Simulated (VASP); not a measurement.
# Si (a cell with a defect) in VASP: single point with PBE

Aim: the single point of Si (a cell with a defect) with PBE.

Everything below comes from runs of VASP 6.6.1. Logs are shortened: lines on timing, memory, paths and dates and some standing lists are left out, and cuts for length are marked.

### 1 The cell of the first run

The cell holds a defect, 17 atoms: a = 7.679 Å, b = 7.679 Å, c = 7.679 Å, α = 60.00°, β = 60.00°, γ = 60.00°.

### 2 Single point, PBE

The input, INCAR:

```
  PREC = Accurate
  ENCUT = 520
  EDIFF = 1E-7
  ISMEAR = 0
  SIGMA = 0.05
  LREAL = Auto
  LASPH = T
  NELM = 100
  ALGO = Normal
  ISIF = 2
  LWAVE = F
  LCHARG = F
  GGA = PE
  NBANDS = 48
```

The input, KPOINTS:

```
Automatic mesh
0
Gamma
  2 2 2
```

The input, POSCAR:

```
Si
1.0
    0.0000000000      5.4300000000      5.4300000000
    5.4300000000      0.0000000000      5.4300000000
    5.4300000000      5.4300000000      0.0000000000
Si
17
Direct
   -0.0066032228      0.0026645488      0.0026389503
    0.1215062615      0.1287263352      0.1287057090
    0.0003872007     -0.0012371087      0.5011899632
    0.1220450276      0.1280466851      0.6224783610
    0.0003350829      0.5012334254     -0.0012339779
    0.1220055249      0.6225213628      0.1280335175
    0.0003898711      0.5005922652      0.5005523020
    0.1249916206      0.6251654696      0.6251547882
    0.5017617864      0.0027109576      0.0026058011
    0.6247599448      0.1255435543      0.1253833333
    0.5021714549      0.0021692449      0.4940182320
    0.6279968692      0.1282320442      0.6223368324
    0.5021024862      0.4941778085      0.0020770718
    0.6279417127      0.6224468692      0.1281560773
    0.4986782689      0.5007802947      0.5006843462
    0.6280443831      0.6221834254      0.6221023941
    0.3748404236      0.8756321363      0.8754778085
```

Potentials or basis: VASP PAW PBE potentials, release 64 (Si).

Started as:

```console
$ cat potpaw_PBE.64/Si/POTCAR > POTCAR
$ mpirun -np 1 vasp_std > vasp.out
```

OUTCAR:

```text
PREC = Accurate
   ENCUT = 520
   EDIFF = 1E-7
   ISMEAR = 0
   LREAL = Auto
   LASPH = T
   NELM = 100
   ISIF = 2
   GGA = PE

 ion  position               nearest neighbor table
   1  0.993  0.003  0.003-  10 2.31   6 2.38   4 2.38   2 2.38  17 2.39
   2  0.122  0.129  0.129-   3 2.34   5 2.34   1 2.38   9 2.38  17 2.75
   3  0.000  0.999  0.501-   4 2.33  12 2.34   2 2.34   8 2.34
   4  0.122  0.128  0.622-   3 2.33   7 2.34  11 2.38   1 2.38  17 2.75
   5  0.000  0.501  0.999-   6 2.33  14 2.34   2 2.34   8 2.34
   6  0.122  0.623  0.128-   5 2.33   7 2.34  13 2.38   1 2.38  17 2.75
   7  0.000  0.501  0.501-  16 2.33   6 2.34   4 2.34   8 2.34
   8  0.125  0.625  0.625-   3 2.34   5 2.34  15 2.34   7 2.34
   9  0.502  0.003  0.003-  10 2.31   2 2.38  14 2.38  12 2.38  17 2.39
  10  0.625  0.126  0.125-   9 2.31  13 2.31  11 2.31   1 2.31
  11  0.502  0.002  0.494-  10 2.31  16 2.38   4 2.38  12 2.38  17 2.39
  12  0.628  0.128  0.622-   3 2.34  15 2.34  11 2.38   9 2.38  17 2.75
  13  0.502  0.494  0.002-  10 2.31  16 2.38   6 2.38  14 2.38  17 2.39
  14  0.628  0.622  0.128-   5 2.34  15 2.34  13 2.38   9 2.38  17 2.75
  15  0.499  0.501  0.501-  16 2.33  14 2.34  12 2.34   8 2.34
  16  0.628  0.622  0.622-  15 2.33   7 2.33  13 2.38  11 2.38  17 2.75
  17  0.375  0.876  0.875-   9 2.39   1 2.39  13 2.39  11 2.39  12 2.75  14 2.75   4 2.75   6 2.75
                             2 2.75  16 2.75

  LATTYP: Found a face centered cubic cell.
 ALAT       =    10.8600000000

  Lattice vectors:

 A1 = (   0.0000000000,   5.4300000000,   5.4300000000)
 A2 = (   5.4300000000,   0.0000000000,   5.4300000000)
 A3 = (   5.4300000000,   5.4300000000,   0.0000000000)

Analysis of symmetry for initial positions (statically):
=====================================================================
 Subroutine PRICEL returns:
 Original cell was already a primitive cell.

 Routine SETGRP: Setting up the symmetry group for a
 face centered cubic supercell.

 Subroutine GETGRP returns: Found  1 space group operations
 (whereof  1 operations were pure point group operations)
 out of a pool of 48 trial point group operations.

The static configuration has the point symmetry C_1 .

Analysis of symmetry for dynamics (positions and initial velocities):
=====================================================================
 Subroutine PRICEL returns:
 Original cell was already a primitive cell.

 Routine SETGRP: Setting up the symmetry group for a
 face centered cubic supercell.

 Subroutine GETGRP returns: Found  1 space group operations
 (whereof  1 operations were pure point group operations)
 out of a pool of 48 trial point group operations.

The dynamic configuration has the point symmetry C_1 .

 Subroutine INISYM returns: Found  1 space group operations
 (whereof  1 operations are pure point group operations),
 and found     1 'primitive' translations

----------------------------------------------------------------------------------------

                                     Primitive cell

  volume of cell :     320.2060

  direct lattice vectors                    reciprocal lattice vectors
     0.000000000  5.430000000  5.430000000    -0.092081031  0.092081031  0.092081031
     5.430000000  0.000000000  5.430000000     0.092081031 -0.092081031  0.092081031
     5.430000000  5.430000000  0.000000000     0.092081031  0.092081031 -0.092081031

  length of vectors
     7.679179644  7.679179644  7.679179644     0.159489025  0.159489025  0.159489025

  position of ions in fractional coordinates (direct lattice)
     0.993396777  0.002664549  0.002638950
     0.121506262  0.128726335  0.128705709
     0.000387201  0.998762891  0.501189963
     0.122045028  0.128046685  0.622478361
     0.000335083  0.501233425  0.998766022
     0.122005525  0.622521363  0.128033518
[... 9 lines left out ...]
     0.628044383  0.622183425  0.622102394
     0.374840424  0.875632136  0.875477809

  ion indices of the primitive-cell ions
   primitive index   ion index
                 1           1
                 2           2
                 3           3
                 4           4
                 5           5
                 6           6
[... 9 lines left out ...]
                16          16
                17          17

----------------------------------------------------------------------------------------

 KPOINTS: Automatic mesh

Automatic generation of k-mesh.
 Grid dimensions read from file:
 generate k-points for:    2    2    2

 Generating k-lattice:

  Cartesian coordinates                     Fractional coordinates (reciprocal lattice)
    -0.046040516  0.046040516  0.046040516     0.500000000  0.000000000  0.000000000
     0.046040516 -0.046040516  0.046040516     0.000000000  0.500000000  0.000000000
     0.046040516  0.046040516 -0.046040516     0.000000000  0.000000000  0.500000000

  Length of vectors
     0.079744512  0.079744512  0.079744512

  Shift w.r.t. Gamma in fractional coordinates (k-lattice)
     0.000000000  0.000000000  0.000000000

 Subroutine IBZKPT returns following result:
 ===========================================

 Found      8 irreducible k-points:

 Following reciprocal coordinates:
            Coordinates               Weight
  0.000000  0.000000  0.000000      1.000000
  0.500000  0.000000  0.000000      1.000000
  0.000000  0.500000  0.000000      1.000000
  0.000000  0.000000  0.500000      1.000000
  0.500000  0.500000  0.500000      1.000000
  0.500000  0.500000  0.000000      1.000000
  0.000000  0.500000  0.500000      1.000000
  0.500000  0.000000  0.500000      1.000000
   k-points           NKPTS =      8   k-points in BZ     NKDIM =      8   number of bands    NBANDS=     48
   number of dos      NEDOS =    301   number of ions     NIONS =     17
   total plane-waves  NPLWV = 216000
   dimension x,y,z NGX =    60 NGY =   60 NGZ =   60
   dimension x,y,z NGXF=   120 NGYF=  120 NGZF=  120
   ions per type =              17
   NGX,Y,Z   is equivalent  to a cutoff of  12.99, 12.99, 12.99 a.u.
   NGXF,Y,Z  is equivalent  to a cutoff of  25.98, 25.98, 25.98 a.u.
 SYSTEM =  unknown system
   PREC   = accura    normal or accurate (medium, high low for compatibility)
   ISTART =      0    job   : 0-new  1-cont  2-samecut
   ICHARG =      2    charge: 1-file 2-atom 10-const
   ISPIN  =      1    spin polarized calculation?
   LNONCOLLINEAR =      F non collinear calculations
   LSORBIT =      F    spin-orbit coupling
   LASPH  =      T    aspherical Exc in radial PAW
   ENCUT  =  520.0 eV  38.22 Ry    6.18 a.u.  14.28 14.28 14.28*2*pi/ulx,y,z
   NELM   =    100;   NELMIN=  2; NELMDL= -5     # of ELM steps
   EDIFF  = 0.1E-06   stopping-criterion for ELM
   LREAL  =      T    real-space projection
   EDIFFG = 0.1E-05   stopping-criterion for IOM
   NSW    =      0    number of steps for IOM
   IBRION =     -1    ionic relax: 0-MD 1-quasi-New 2-CG
   NFREE  =      0    steps in history (QN), initial steepest desc. (CG)
   ISIF   =      2    stress and relaxation
   ISYM   =      2    0-nonsym 1-usesym 2-fastsym
   POTIM  = 0.5000    time-step for ionic-motion
   TEBEG  =    0.0;   TEEND  =   0.0 temperature during run
   PSTRESS=    0.0 pullay stress
   NELECT =      68.0000    total number of electrons
   NUPDOWN=      -1.0000    fix difference up-down
   EMIN   =  10.00;   EMAX   =-10.00  energy-range for DOS
   EFERMI =   0.00;   METHOD = LEGACY
   ISMEAR =     0;   SIGMA  =   0.05  broadening in eV -4-tet -1-fermi 0-gaus
   EFERMI_NEDOS =   21; number of points for ismear=-14 and -15
   IALGO  =     38    algorithm
   IMIX   =      4    mixing-type and parameters
     AMIX     =   0.40;   BMIX     =  1.00
     AMIX_MAG =   1.60;   BMIX_MAG =  1.00
  volume/ion in A,a.u.               =      18.84       127.11
  Fermi-wavevector in a.u.,A,eV,Ry     =   0.976715  1.845724 12.979587  0.953973
  Thomas-Fermi vector in A             =   2.107356
   LORBIT       =      0    0 simple, 1 ext, 2 COOP (PROOUT), +10 PAW based schemes
   GGA     = PE    functional components
   LHFCALC =     F    Hartree Fock is set to
   AEXX    =    0.0000 exact exchange contribution
   IVDW    =     0    specifies the selected vdW correction
   LEPSILON=     F    determine dielectric tensor
   LRPA    =     F    only Hartree local field effects (RPA)
 non-spin polarized calculation
 Gauss-broadening in eV      SIGMA  =   0.05
  energy-cutoff  :      520.00
  volume of cell :      320.21
 maximum number of plane-waves:      8646
 NGX is ok and might be reduce to    60
   NGX = 29   NGY = 29   NGZ = 29

 number of electron      68.0000001 magnetization

 Free energy of the ion-electron system (eV)
  ---------------------------------------------------
  ext. energy  EPLUGINS =         0.00000000
  ---------------------------------------------------
  free energy    TOTEN  =       -87.99594332 eV

  energy without entropy =      -87.98599756  energy(sigma->0) =      -87.99097044

 E-fermi :   6.9102     XC(G=0):  -9.6743

 val. band max:        6.6764449496   @ k =   0.0000   0.0000   0.0000
 cond. band min:       6.9249365744   @ k =   0.0000   0.5000   0.5000
 fundamental gap:      0.2484916248
 Fermi energy:         6.9102057754

 k-point     1 :       0.0000    0.0000    0.0000
  band No.  band energies     occupation
      1      -6.3191      2.00000
      2      -3.7740      2.00000
      3      -3.6290      2.00000
      4      -3.6281      2.00000
      5      -3.6276      2.00000
      6      -2.8064      2.00000
[... 38 lines left out ...]
     45       8.1220      0.00000
     46       9.0625      0.00000

 k-point     2 :       0.5000    0.0000    0.0000
  band No.  band energies     occupation
      1      -5.9179      2.00000
      2      -4.9547      2.00000
      3      -3.5723      2.00000
      4      -3.4273      2.00000
      5      -3.4270      2.00000
      6      -2.9544      2.00000
[... 38 lines left out ...]
     45       9.8141      0.00000
     46       9.9576      0.00000

 k-point     3 :       0.0000    0.5000    0.0000
  band No.  band energies     occupation
      1      -5.9181      2.00000
      2      -4.9542      2.00000
      3      -3.5726      2.00000
      4      -3.4281      2.00000
      5      -3.4261      2.00000
      6      -2.9553      2.00000
[... 38 lines left out ...]
     45       9.8139      0.00000
     46       9.9594      0.00000

 k-point     4 :       0.0000    0.0000    0.5000
  band No.  band energies     occupation
      1      -5.9181      2.00000
      2      -4.9543      2.00000
      3      -3.5726      2.00000
      4      -3.4281      2.00000
      5      -3.4261      2.00000
      6      -2.9552      2.00000
[... 38 lines left out ...]
     45       9.8139      0.00000
     46       9.9590      0.00000

 k-point     5 :       0.5000    0.5000    0.5000
  band No.  band energies     occupation
      1      -5.9175      2.00000
      2      -4.9555      2.00000
      3      -3.5725      2.00000
      4      -3.4274      2.00000
      5      -3.4262      2.00000
      6      -2.9534      2.00000
[... 38 lines left out ...]
     45       9.8136      0.00000
     46       9.9566      0.00000

 k-point     6 :       0.5000    0.5000    0.0000
  band No.  band energies     occupation
      1      -5.7846      2.00000
      2      -4.7238      2.00000
      3      -3.9887      2.00000
      4      -3.8777      2.00000
      5      -3.8776      2.00000
      6      -3.6289      2.00000
[... 38 lines left out ...]
     45      10.1234      0.00000
     46      10.1245      0.00000

 k-point     7 :       0.0000    0.5000    0.5000
  band No.  band energies     occupation
      1      -5.7845      2.00000
      2      -4.7239      2.00000
      3      -3.9885      2.00000
      4      -3.8785      2.00000
      5      -3.8778      2.00000
      6      -3.6285      2.00000
[... 38 lines left out ...]
     45      10.1242      0.00000
     46      10.1255      0.00000

 k-point     8 :       0.5000    0.0000    0.5000
  band No.  band energies     occupation
      1      -5.7846      2.00000
      2      -4.7238      2.00000
      3      -3.9887      2.00000
      4      -3.8777      2.00000
      5      -3.8776      2.00000
      6      -3.6289      2.00000
[... 38 lines left out ...]
     45      10.1235      0.00000
     46      10.1243      0.00000
 [bands above 46 left out]

------------------------ aborting loop because EDIFF is reached ----------------------------------------

  FORCE on cell =-STRESS in cart. coord.  units (eV):
  Direction    XX          YY          ZZ          XY          YZ          ZX
  --------------------------------------------------------------------------------------
  -------------------------------------------------------------------------------------
  Total       10.6724191     10.7010394     10.6987470      0.0187960      0.0344549      0.0155108
  in kB       53.4003336     53.5435374     53.5320675      0.0940474      0.1723979      0.0776096
  external PRESSURE =      53.4919795 kB  Pullay stress =       0.0000000 kB

 VOLUME and BASIS-vectors are now :
 -----------------------------------------------------------------------------
  energy-cutoff  :      520.00
  volume of cell :      320.21
      direct lattice vectors                 reciprocal lattice vectors
     0.000000000  5.430000000  5.430000000    -0.092081031  0.092081031  0.092081031
     5.430000000  0.000000000  5.430000000     0.092081031 -0.092081031  0.092081031
     5.430000000  5.430000000  0.000000000     0.092081031  0.092081031 -0.092081031

 POSITION                                       TOTAL-FORCE (eV/Angst)
 -----------------------------------------------------------------------------------
      0.02880      5.40847      5.40861         0.004446     -0.002435     -0.001866
      1.39786      1.35865      1.35876        -0.012075      0.000977      0.002771
      8.14474      2.72356      5.42538        -0.011188     -0.010594     -0.002415
      4.07535      4.04276      1.35800         0.012610      0.003100      0.008962
      8.14500      5.42512      2.72352        -0.012782     -0.002199     -0.010448
      4.07551      1.35771      4.04278         0.012104      0.007770      0.004261
[... 9 lines left out ...]
      6.75647      6.78830      6.78874         0.011335      0.004600      0.005332
      9.50853      6.78923      6.79007        -0.003919     -0.004974     -0.004791
 -----------------------------------------------------------------------------------
    total drift:                               -0.013125     -0.004222     -0.006623

  FREE ENERGIE OF THE ION-ELECTRON SYSTEM (eV)
  ---------------------------------------------------
  free  energy   TOTEN  =       -87.9959433219 eV

  energy  without entropy=      -87.9859975641  energy(sigma->0) =      -87.99097044
```

Wall time 3.8 min (1 thread of AMD EPYC 7R43 (Zen 3), shared host); peak memory 0.42 GiB.

Results:

| Item | Value |
| --- | --- |
| Free energy | -87.9959 eV |
| Pressure | 5.3 GPa |
| Largest force | 0.019 eV/Å |
| Band gap on the k mesh | zero (band 34 reaches 6.93 eV, above the bottom of band 35 at 6.67 eV) |

Forces in eV/Å, atoms in the order of the input:
```
Si   0.004 -0.002 -0.002
Si  -0.012  0.001  0.003
Si  -0.011 -0.011 -0.002
Si   0.013  0.003  0.009
Si  -0.013 -0.002 -0.010
Si   0.012  0.008  0.004
Si   0.000  0.010  0.009
Si  -0.004 -0.001 -0.002
Si   0.005  0.006  0.006
Si  -0.004  0.001  0.000
Si  -0.001 -0.006  0.009
Si   0.009 -0.002 -0.005
Si  -0.002  0.010 -0.006
Si   0.008 -0.004 -0.001
Si  -0.012 -0.010 -0.012
Si   0.011  0.005  0.005
Si  -0.004 -0.005 -0.005
```

Caveat: the k points lie up to 0.50 Å⁻¹ apart.
